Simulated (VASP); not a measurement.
# Re (R-3m) in VASP: further runs

Runs on Re. Level: PBEsol. Tasks: electric field gradients.

Everything below comes from runs of VASP 6.6.1. Logs are shortened: lines on timing, memory, paths and dates and some standing lists are left out, and cuts for length are marked.

## 1. The cell of the first run

It takes space group R-3m (No. 166, trigonal). The conventional cell has a = 2.821 Å, b = 2.821 Å, c = 6.705 Å, α = 90.00°, β = 90.00°, γ = 120.00°. Within 3.6 Å of Re (site symmetry -3m) lie 12 Re at 2.77 to 2.82 Å.

## 2. Electric field gradients, PBEsol (equal xy, yz and zx shear strains of -2 %)

Contents of INCAR:

```
ALGO     = Normal         # electronic algorithm
EDIFF    = 1E-8           # SCF threshold, eV
ENCUT    = 520            # plane-wave cutoff, eV
GGA      = PS             # functional
ISIF     = 2              # what is computed and relaxed
ISMEAR   = -1             # smearing method
LASPH    = T              # aspherical terms in the spheres
LCHARG   = F              # write CHGCAR
LEFG     = T            
LREAL    = F              # projectors in reciprocal space
LWAVE    = F              # write WAVECAR
NBANDS   = 10             # bands
NELM     = 80             # most SCF steps
PREC     = Accurate       # precision mode
SIGMA    = 0.05           # smearing width, eV
```

Contents of KPOINTS:

```
k-points
0
Gamma
  14 14 14
```

Contents of POSCAR:

```
Re
1.0
   -0.0395000000      1.9552500000      1.9552500000
    1.9552500000     -0.0395000000      1.9552500000
    1.9552500000      1.9552500000     -0.0395000000
Re
1
Direct
    0.0000000000      0.0000000000      0.0000000000
```

Potentials or basis: VASP PAW PBE potentials, release 64 (Re).

Run with:

```
$ cat potpaw_PBE.64/Re/POTCAR > POTCAR
$ mpirun -np 1 vasp_std > vasp.out
```

OUTCAR:

```text
EDIFF = 1E-8
   ENCUT = 520
   GGA = PS
   ISIF = 2
   ISMEAR = -1
   LASPH = T
   LREAL = F
   NELM = 80
   PREC = Accurate

 ion  position               nearest neighbor table
   1  0.000  0.000  0.000-

  LATTYP: Found a trigonal (rhomboedric) cell.
 ALAT       =     2.7654231819
 COS(alpha) =     0.4797000918

  Lattice vectors:

 A1 = (  -0.0395000000,   1.9552500000,   1.9552500000)
 A2 = (   1.9552500000,  -0.0395000000,   1.9552500000)
 A3 = (   1.9552500000,   1.9552500000,  -0.0395000000)

Analysis of symmetry for initial positions (statically):
=====================================================================
 Subroutine PRICEL returns:
 Original cell was already a primitive cell.

 Routine SETGRP: Setting up the symmetry group for a
 trigonal (rhombohedral) supercell.

 Subroutine GETGRP returns: Found 12 space group operations
 (whereof 12 operations were pure point group operations)
 out of a pool of 12 trial point group operations.

The static configuration has the point symmetry D_3d.

Analysis of symmetry for dynamics (positions and initial velocities):
=====================================================================
 Subroutine PRICEL returns:
 Original cell was already a primitive cell.

 Routine SETGRP: Setting up the symmetry group for a
 trigonal (rhombohedral) supercell.

 Subroutine GETGRP returns: Found 12 space group operations
 (whereof 12 operations were pure point group operations)
 out of a pool of 12 trial point group operations.

The dynamic configuration has the point symmetry D_3d.

 Subroutine INISYM returns: Found 12 space group operations
 (whereof 12 operations are pure point group operations),
 and found     1 'primitive' translations

----------------------------------------------------------------------------------------

                                     Primitive cell

  volume of cell :      15.4028

  direct lattice vectors                    reciprocal lattice vectors
    -0.039500000  1.955250000  1.955250000    -0.248100243  0.253215712  0.253215712
     1.955250000 -0.039500000  1.955250000     0.253215712 -0.248100243  0.253215712
     1.955250000  1.955250000 -0.039500000     0.253215712  0.253215712 -0.248100243

  length of vectors
     2.765423182  2.765423182  2.765423182     0.435649083  0.435649083  0.435649083

  position of ions in fractional coordinates (direct lattice)
     0.000000000  0.000000000  0.000000000

  ion indices of the primitive-cell ions
   primitive index   ion index
                 1           1

----------------------------------------------------------------------------------------

 KPOINTS: k-points

Automatic generation of k-mesh.
 Grid dimensions read from file:
 generate k-points for:   14   14   14

 Generating k-lattice:

  Cartesian coordinates                     Fractional coordinates (reciprocal lattice)
    -0.017721446  0.018086837  0.018086837     0.071428571  0.000000000 -0.000000000
     0.018086837 -0.017721446  0.018086837     0.000000000  0.071428571 -0.000000000
     0.018086837  0.018086837 -0.017721446     0.000000000  0.000000000  0.071428571

  Length of vectors
     0.031117792  0.031117792  0.031117792

  Shift w.r.t. Gamma in fractional coordinates (k-lattice)
     0.000000000  0.000000000  0.000000000

 Subroutine IBZKPT returns following result:
 ===========================================

 Found    288 irreducible k-points:

 Following reciprocal coordinates:
            Coordinates               Weight
  0.000000  0.000000  0.000000      1.000000
  0.071429  0.000000  0.000000      6.000000
  0.142857  0.000000  0.000000      6.000000
  0.214286  0.000000  0.000000      6.000000
  0.285714  0.000000 -0.000000      6.000000
  0.357143  0.000000  0.000000      6.000000
[... 16 lines left out ...]
  0.214286  0.142857  0.000000     12.000000
  0.285714  0.142857  0.000000     12.000000
 [... further k-points ...]
   k-points           NKPTS =    288   k-points in BZ     NKDIM =    288   number of bands    NBANDS=     10
   number of dos      NEDOS =    301   number of ions     NIONS =      1
   total plane-waves  NPLWV =  13824
   dimension x,y,z NGX =    24 NGY =   24 NGZ =   24
   dimension x,y,z NGXF=    48 NGYF=   48 NGZF=   48
   ions per type =               1
   NGX,Y,Z   is equivalent  to a cutoff of  14.43, 14.43, 14.43 a.u.
   NGXF,Y,Z  is equivalent  to a cutoff of  28.86, 28.86, 28.86 a.u.
 SYSTEM =  unknown system
   PREC   = accura    normal or accurate (medium, high low for compatibility)
   ISTART =      0    job   : 0-new  1-cont  2-samecut
   ICHARG =      2    charge: 1-file 2-atom 10-const
   ISPIN  =      1    spin polarized calculation?
   LNONCOLLINEAR =      F non collinear calculations
   LSORBIT =      F    spin-orbit coupling
   LASPH  =      T    aspherical Exc in radial PAW
   ENCUT  =  520.0 eV  38.22 Ry    6.18 a.u.   5.14  5.14  5.14*2*pi/ulx,y,z
   NELM   =     80;   NELMIN=  2; NELMDL= -5     # of ELM steps
   EDIFF  = 0.1E-07   stopping-criterion for ELM
   LREAL  =      F    real-space projection
   EDIFFG = 0.1E-06   stopping-criterion for IOM
   NSW    =      0    number of steps for IOM
   IBRION =     -1    ionic relax: 0-MD 1-quasi-New 2-CG
   NFREE  =      0    steps in history (QN), initial steepest desc. (CG)
   ISIF   =      2    stress and relaxation
   ISYM   =      2    0-nonsym 1-usesym 2-fastsym
   POTIM  = 0.5000    time-step for ionic-motion
   TEBEG  =    0.0;   TEEND  =   0.0 temperature during run
   PSTRESS=    0.0 pullay stress
   NELECT =       7.0000    total number of electrons
   NUPDOWN=      -1.0000    fix difference up-down
   EMIN   =  10.00;   EMAX   =-10.00  energy-range for DOS
   EFERMI =   0.00;   METHOD = LEGACY
   ISMEAR =    -1;   SIGMA  =   0.05  broadening in eV -4-tet -1-fermi 0-gaus
   EFERMI_NEDOS =   21; number of points for ismear=-14 and -15
   IALGO  =     38    algorithm
   IMIX   =      4    mixing-type and parameters
     AMIX     =   0.40;   BMIX     =  1.00
     AMIX_MAG =   1.60;   BMIX_MAG =  1.00
  volume/ion in A,a.u.               =      15.40       103.94
  Fermi-wavevector in a.u.,A,eV,Ry     =   1.258657  2.378517 21.554594  1.584218
  Thomas-Fermi vector in A             =   2.392256
   LORBIT       =      0    0 simple, 1 ext, 2 COOP (PROOUT), +10 PAW based schemes
   GGA     = PS    functional components
   LHFCALC =     F    Hartree Fock is set to
   AEXX    =    0.0000 exact exchange contribution
   IVDW    =     0    specifies the selected vdW correction
   LEPSILON=     F    determine dielectric tensor
   LRPA    =     F    only Hartree local field effects (RPA)
 non-spin polarized calculation
  energy-cutoff  :      520.00
  volume of cell :       15.40
 maximum number of plane-waves:       426
 NGX is ok and might be reduce to    24
   NGX = 11   NGY = 11   NGZ = 11

 number of electron       7.0000000 magnetization

 Free energy of the ion-electron system (eV)
  ---------------------------------------------------
  ext. energy  EPLUGINS =         0.00000000
  ---------------------------------------------------
  free energy    TOTEN  =       -13.24250869 eV

  energy without entropy =      -13.23423562  energy(sigma->0) =      -13.23837215

 E-fermi :   7.4315     XC(G=0): -13.5699

 val. band max:        7.4286179767   @ k =  -0.4286   0.5000   0.2857
 cond. band min:       7.4372828357   @ k =  -0.3571   0.3571   0.3571
 fundamental gap:      0.0086648590
 Fermi energy:         7.4314799533

 k-point     1 :       0.0000    0.0000    0.0000
  band No.  band energies     occupation
      1      -2.4144      2.00000
      2       5.4366      2.00000
      3       5.4366      2.00000
      4       5.9918      2.00000
      5       8.6181      0.00000
      6       8.6181      0.00000
      7      21.3234      0.00000
      8      26.4214      0.00000
      9      26.4214      0.00000
     10      27.3110      0.00000

 k-point     2 :       0.0714    0.0000    0.0000
  band No.  band energies     occupation
      1      -2.1930      2.00000
      2       5.3274      2.00000
      3       5.5244      2.00000
      4       6.0677      2.00000
      5       8.5420      0.00000
      6       8.5493      0.00000
      7      21.7437      0.00000
      8      25.4496      0.00000
      9      26.8343      0.00000
     10      27.6150      0.00000

 k-point     3 :       0.1429    0.0000    0.0000
  band No.  band energies     occupation
      1      -1.5677      2.00000
      2       5.0313      2.00000
      3       5.7214      2.00000
      4       6.2833      2.00000
      5       8.4185      0.00000
      6       8.4474      0.00000
      7      22.7726      0.00000
      8      23.8002      0.00000
      9      28.0110      0.00000
     10      28.6897      0.00000

 k-point     4 :       0.2143    0.0000    0.0000
  band No.  band energies     occupation
      1      -0.6777      2.00000
      2       4.7738      2.00000
      3       5.8294      2.00000
      4       6.4102      2.00000
      5       8.5221      0.00000
      6       8.6156      0.00000
      7      21.9002      0.00000
      8      24.2490      0.00000
      9      29.7831      0.00000
     10      30.3163      0.00000
[... 222 lines left out ...]
 k-point    22 :       0.1429    0.1429    0.0000
  band No.  band energies     occupation
      1      -1.2606      2.00000
      2       4.6524      2.00000
      3       6.1738      2.00000
      4       6.5192      2.00000
      5       7.4601      0.72130
      6       8.9947      0.00000
      7      23.5001      0.00000
      8      25.1484      0.00000
      9      26.8689      0.00000
     10      27.4990      0.00000

 k-point    23 :       0.2143    0.1429    0.0000
  band No.  band energies     occupation
      1      -0.5644      2.00000
      2       4.2661      2.00000
      3       6.2792      2.00000
      4       6.8724      1.99997
      5       7.3137      1.82669
      6       9.2171      0.00000
      7      24.0532      0.00000
      8      24.7123      0.00000
      9      27.7209      0.00000
     10      27.7580      0.00000

 k-point    24 :       0.2857    0.1429    0.0000
  band No.  band energies     occupation
      1       0.3197      2.00000
      2       4.0197      2.00000
      3       5.8003      2.00000
      4       6.9656      1.99982
      5       8.1237      0.00000
      6       9.6853      0.00000
      7      22.4342      0.00000
      8      25.4843      0.00000
      9      27.7628      0.00000
     10      28.3915      0.00000

 [... further k-points ...]
[... 5 lines left out ...]
  --------------------------------------------------------------------------------------
  -------------------------------------------------------------------------------------
  Total       -1.7815398     -1.7815398     -1.7815398      0.3067169      0.3067169      0.3067169
  in kB     -185.3130488   -185.3130488   -185.3130488     31.9042266     31.9042266     31.9042266
  external PRESSURE =    -185.3130488 kB  Pullay stress =       0.0000000 kB

 VOLUME and BASIS-vectors are now :
 -----------------------------------------------------------------------------
  energy-cutoff  :      520.00
  volume of cell :       15.40
      direct lattice vectors                 reciprocal lattice vectors
    -0.039500000  1.955250000  1.955250000    -0.248100243  0.253215712  0.253215712
     1.955250000 -0.039500000  1.955250000     0.253215712 -0.248100243  0.253215712
     1.955250000  1.955250000 -0.039500000     0.253215712  0.253215712 -0.248100243

 POSITION                                       TOTAL-FORCE (eV/Angst)
 -----------------------------------------------------------------------------------
      0.00000      0.00000      0.00000        -0.000000      0.000000     -0.000000
 -----------------------------------------------------------------------------------
    total drift:                               -0.000000     -0.000000     -0.000000

  FREE ENERGIE OF THE ION-ELECTRON SYSTEM (eV)
  ---------------------------------------------------
  free  energy   TOTEN  =       -13.2425086851 eV

  energy  without entropy=      -13.2342356194  energy(sigma->0) =      -13.23837215

 Electric field gradients (V/A^2)
---------------------------------------------------------------------
 ion       V_xx      V_yy      V_zz      V_xy      V_xz      V_yz
---------------------------------------------------------------------
   1       0.000     0.000     0.000   -31.874   -31.874   -31.874
---------------------------------------------------------------------

 Electric field gradients after diagonalization (V/A^2)
 (convention: |V_zz| > |V_xx| > |V_yy|)
----------------------------------------------------------------------
 ion       V_xx      V_yy      V_zz     asymmetry (V_yy - V_xx)/ V_zz
----------------------------------------------------------------------
   1      31.874    31.874   -63.748       0.000
----------------------------------------------------------------------

           NMR quadrupolar parameters

 Cq : quadrupolar parameter    Cq=e*Q*V_zz/h
 eta: asymmetry parameters     (V_yy - V_xx)/ V_zz
 Q  : nuclear electric quadrupole moment in mb (millibarn)
----------------------------------------------------------------------
 ion       Cq(MHz)       eta       Q (mb)
----------------------------------------------------------------------
   1      -0.154       0.000       1.000
----------------------------------------------------------------------
```

Wall time 46 s (1 thread of Intel Xeon 8259CL, shared host); peak memory 0.18 GiB.

What came out:

```yaml
Free_energy: -13.2425 eV
Pressure: -18.5 GPa
Band_gap_on_the_k_mesh: zero (an odd number of electrons rules out a gap without spin polarisation)
Largest_electric_field_gradient_by_atom: Re -63.7 V/Å²
```

Stress tensor (GPa, compression positive):
```
-18.53   3.19   3.19
  3.19 -18.53   3.19
  3.19   3.19 -18.53
```

Electric field gradients, principal values (V/Å²):
| atom | least | middle | greatest (by size) |
| --- | --- | --- | --- |
| 1 Re | 31.874 | 31.874 | -63.748 |

Caveat: the cell differs from its parent crystal (equal xy, yz and zx shear strains of -2 %); the cell stands under tension; without QUAD_EFG the Cq values of the log hold for a quadrupole moment of 1 mb, not for the nuclei; the PAW data sets were made with another functional, which shifts forces and pressure a little; spin-orbit coupling is left out, which moves the levels of the heavy elements.

(Continued in part 2 of 2.)
